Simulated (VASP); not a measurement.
# InAs (F-43m) in VASP: density of states with PBE

Aim: the density of states of InAs with PBE.

Everything below comes from runs of VASP 6.6.1. Logs are shortened: lines on timing, memory, paths and dates and some standing lists are left out, and cuts for length are marked.

## (1) The cell of the first run

It takes space group F-43m (No. 216, cubic). The conventional cell has a = 6.036 Å, b = 6.036 Å, c = 6.036 Å, α = 90.00°, β = 90.00°, γ = 90.00°. In (site symmetry -43m) has 4 As at 2.61 Å within 3.4 Å. Within 3.4 Å of As (site symmetry -43m) lie 4 In at 2.61 Å.

## (2) Density of states, PBE

The input, POSCAR:

```
InAs
1.0
    0.0000000000      3.0180000000      3.0180000000
    3.0180000000      0.0000000000      3.0180000000
    3.0180000000      3.0180000000      0.0000000000
In As
1 1
Direct
    0.0000000000      0.0000000000      0.0000000000
    0.2500000000      0.2500000000      0.2500000000
```

The input, INCAR.step1:

```
ALGO = Normal
EDIFF = 1E-6
ENCUT = 400
GGA = PE
GGA_COMPAT = False
ISIF = 2
ISMEAR = 1
LASPH = True
LCHARG = True
LORBIT = 11
LREAL = False
LWAVE = False
NBANDS = 16
NEDOS = 2001
NELM = 120
PREC = Accurate
SIGMA = 0.01
```

The input, KPOINTS.step1:

```
k-points
0
Gamma
  5 5 5
```

The input, INCAR.step2:

```
ALGO = Normal
EDIFF = 1E-6
ENCUT = 400
GGA = PE
GGA_COMPAT = False
ICHARG = 11
ISIF = 2
ISMEAR = -5
LASPH = True
LCHARG = False
LORBIT = 11
LREAL = False
LWAVE = False
NBANDS = 16
NEDOS = 1001
NELM = 120
PREC = Accurate
SIGMA = 0.01
```

The input, KPOINTS.step2:

```
k-points
0
Gamma
  8 8 8
```

Potentials or basis: VASP PAW PBE potentials, release 64 (In_d, As).

Started as:

```sh
cat potpaw_PBE.64/In_d/POTCAR potpaw_PBE.64/As/POTCAR > POTCAR
cp INCAR.step1 INCAR
cp KPOINTS.step1 KPOINTS
mpirun -np 1 vasp_std > vasp.out
cp INCAR.step2 INCAR
cp KPOINTS.step2 KPOINTS
mpirun -np 1 vasp_std > vasp.out
```

OUTCAR:

```text
EDIFF = 1E-6
   ENCUT = 400
   GGA = PE
   ICHARG = 11
   ISIF = 2
   ISMEAR = -5
   LASPH = True
   LORBIT = 11
   LREAL = False
   NELM = 120
   PREC = Accurate

 ion  position               nearest neighbor table
   1  0.000  0.000  0.000-   2 2.61   2 2.61   2 2.61   2 2.61
   2  0.250  0.250  0.250-   1 2.61   1 2.61   1 2.61   1 2.61

  LATTYP: Found a face centered cubic cell.
 ALAT       =     6.0360000000

  Lattice vectors:

 A1 = (   0.0000000000,   3.0180000000,   3.0180000000)
 A2 = (   3.0180000000,   0.0000000000,   3.0180000000)
 A3 = (   3.0180000000,   3.0180000000,   0.0000000000)

Analysis of symmetry for initial positions (statically):
=====================================================================
 Subroutine PRICEL returns:
 Original cell was already a primitive cell.

 Routine SETGRP: Setting up the symmetry group for a
 face centered cubic supercell.

 Subroutine GETGRP returns: Found 24 space group operations
 (whereof 24 operations were pure point group operations)
 out of a pool of 48 trial point group operations.

The static configuration has the point symmetry T_d .

Analysis of symmetry for dynamics (positions and initial velocities):
=====================================================================
 Subroutine PRICEL returns:
 Original cell was already a primitive cell.

 Routine SETGRP: Setting up the symmetry group for a
 face centered cubic supercell.

 Subroutine GETGRP returns: Found 24 space group operations
 (whereof 24 operations were pure point group operations)
 out of a pool of 48 trial point group operations.

The dynamic configuration has the point symmetry T_d .

 Subroutine INISYM returns: Found 24 space group operations
 (whereof 24 operations are pure point group operations),
 and found     1 'primitive' translations

----------------------------------------------------------------------------------------

                                     Primitive cell

  volume of cell :      54.9778

  direct lattice vectors                    reciprocal lattice vectors
     0.000000000  3.018000000  3.018000000    -0.165672631  0.165672631  0.165672631
     3.018000000  0.000000000  3.018000000     0.165672631 -0.165672631  0.165672631
     3.018000000  3.018000000  0.000000000     0.165672631  0.165672631 -0.165672631

  length of vectors
     4.268096531  4.268096531  4.268096531     0.286953414  0.286953414  0.286953414

[... 81 lines left out ...]
   NELM   =    120;   NELMIN=  2; NELMDL=  0     # of ELM steps
   EDIFF  = 0.1E-05   stopping-criterion for ELM
   LREAL  =      F    real-space projection
   EDIFFG = 0.1E-04   stopping-criterion for IOM
   NSW    =      0    number of steps for IOM
   IBRION =     -1    ionic relax: 0-MD 1-quasi-New 2-CG
   NFREE  =      0    steps in history (QN), initial steepest desc. (CG)
   ISIF   =      2    stress and relaxation
   ISYM   =      2    0-nonsym 1-usesym 2-fastsym
   POTIM  = 0.5000    time-step for ionic-motion
   TEBEG  =    0.0;   TEEND  =   0.0 temperature during run
   PSTRESS=    0.0 pullay stress
   NELECT =      18.0000    total number of electrons
   NUPDOWN=      -1.0000    fix difference up-down
   EMIN   =  10.00;   EMAX   =-10.00  energy-range for DOS
   EFERMI =   0.00;   METHOD = LEGACY
   ISMEAR =    -5;   SIGMA  =   0.01  broadening in eV -4-tet -1-fermi 0-gaus
   EFERMI_NEDOS =   21; number of points for ismear=-14 and -15
   IALGO  =     38    algorithm
   IMIX   =      4    mixing-type and parameters
     AMIX     =   0.40;   BMIX     =  1.00
     AMIX_MAG =   1.60;   BMIX_MAG =  1.00
  volume/ion in A,a.u.               =      27.49       185.50
  Fermi-wavevector in a.u.,A,eV,Ry     =   1.128331  2.132236 17.321990  1.273130
  Thomas-Fermi vector in A             =   2.265020
   LORBIT       =     11    0 simple, 1 ext, 2 COOP (PROOUT), +10 PAW based schemes
   GGA     = PE    functional components
   LHFCALC =     F    Hartree Fock is set to
   AEXX    =    0.0000 exact exchange contribution
   IVDW    =     0    specifies the selected vdW correction
   LEPSILON=     F    determine dielectric tensor
   LRPA    =     F    only Hartree local field effects (RPA)
 non-spin polarized calculation
 Fermi weights with tetrahedron method with Bloechl corrections
  energy-cutoff  :      400.00
  volume of cell :       54.98
 maximum number of plane-waves:      1012

 number of electron      18.0000016 magnetization

 Free energy of the ion-electron system (eV)
  ---------------------------------------------------
  ext. energy  EPLUGINS =         0.00000000
  ---------------------------------------------------
  free energy    TOTEN  =        -7.66118190 eV

  energy without entropy =       -7.66118190  energy(sigma->0) =       -7.66118190

 E-fermi :   4.5820     XC(G=0):  -9.1093

 val. band max:        4.5797617952   @ k =   0.0000   0.0000   0.0000
 cond. band min:       4.5797621716   @ k =   0.0000   0.0000   0.0000
 fundamental gap:      0.0000003763
 Fermi energy:         4.5819632131

 k-point     1 :       0.0000    0.0000    0.0000
  band No.  band energies     occupation
      1      -9.8393      2.00000
      2      -9.8393      2.00000
      3      -9.8393      2.00000
      4      -9.7102      2.00000
      5      -9.7102      2.00000
      6      -7.3170      2.00000
[... 433 lines left out ...]
      3      -9.7846      2.00000
      4      -9.7155      2.00000
      5      -9.7026      2.00000
      6      -5.5589      2.00000
[... 8 lines left out ...]
     15      14.9991      0.00000
     16      15.7258      0.00000

 [... further k-points ...]
[... 5 lines left out ...]
  --------------------------------------------------------------------------------------
  -------------------------------------------------------------------------------------
  Total        1.5212021      1.5212021      1.5212021      0.0000000     -0.0000000      0.0000000
  in kB       44.3312325     44.3312325     44.3312325      0.0000000     -0.0000000      0.0000000
  external PRESSURE =      44.3312325 kB  Pullay stress =       0.0000000 kB

 VOLUME and BASIS-vectors are now :
 -----------------------------------------------------------------------------
  energy-cutoff  :      400.00
  volume of cell :       54.98
      direct lattice vectors                 reciprocal lattice vectors
     0.000000000  3.018000000  3.018000000    -0.165672631  0.165672631  0.165672631
     3.018000000  0.000000000  3.018000000     0.165672631 -0.165672631  0.165672631
     3.018000000  3.018000000  0.000000000     0.165672631  0.165672631 -0.165672631

 POSITION                                       TOTAL-FORCE (eV/Angst)
 -----------------------------------------------------------------------------------
      0.00000      0.00000      0.00000        -0.000000     -0.000000     -0.000000
      1.50900      1.50900      1.50900         0.000000      0.000000      0.000000
 -----------------------------------------------------------------------------------
    total drift:                                0.000000      0.000000      0.000000

  FREE ENERGIE OF THE ION-ELECTRON SYSTEM (eV)
  ---------------------------------------------------
  free  energy   TOTEN  =        -7.6611818979 eV

  energy  without entropy=       -7.6611818979  energy(sigma->0) =       -7.66118190

 total charge

# of ion       s       p       d       tot
------------------------------------------
    1        0.850   0.741   9.890  11.481
    2        1.218   1.575   0.022   2.815
--------------------------------------------------
tot          2.068   2.316   9.912  14.296
```

OSZICAR.step1:

```text
N       E                     dE             d eps       ncg     rms          rms(c)
DAV:   1     0.100533449916E+03    0.10053E+03   -0.72627E+03   320   0.102E+03
DAV:   2    -0.168402242504E+01   -0.10222E+03   -0.97740E+02   376   0.262E+02
DAV:   3    -0.775393253690E+01   -0.60699E+01   -0.60543E+01   400   0.659E+01
DAV:   4    -0.790080001210E+01   -0.14687E+00   -0.14686E+00   432   0.116E+01
DAV:   5    -0.790495391369E+01   -0.41539E-02   -0.41539E-02   448   0.146E+00    0.462E+00
DAV:   6    -0.763985484411E+01    0.26510E+00   -0.40644E-01   512   0.105E+01    0.257E+00
DAV:   7    -0.761360238421E+01    0.26252E-01   -0.11770E-01   432   0.299E+00    0.750E-01
DAV:   8    -0.761487365027E+01   -0.12713E-02   -0.13762E-02   384   0.126E+00    0.201E-01
DAV:   9    -0.761552444369E+01   -0.65079E-03   -0.97207E-04   360   0.227E-01    0.118E-01
DAV:  10    -0.761570971145E+01   -0.18527E-03   -0.21512E-04   400   0.215E-01    0.571E-02
DAV:  11    -0.761575763668E+01   -0.47925E-04   -0.10853E-04   368   0.118E-01    0.306E-02
DAV:  12    -0.761575805021E+01   -0.41353E-06   -0.43023E-06   368   0.260E-02
   1 F= -.76157581E+01 E0= -.76157381E+01  d E =-.597374E-04
```

Run time: 26 s. Hardware: 1 thread of Intel Xeon 8259CL, shared host; peak memory 0.15 GiB.

What came out:

```
Valence electrons inside the program's atomic spheres : In 11.48; As 2.81
```

Caveat: the k points lie up to 0.36 Å⁻¹ apart; spin-orbit coupling is left out, which moves the levels of the heavy elements; tetrahedron occupations give inexact forces and stress in metals.
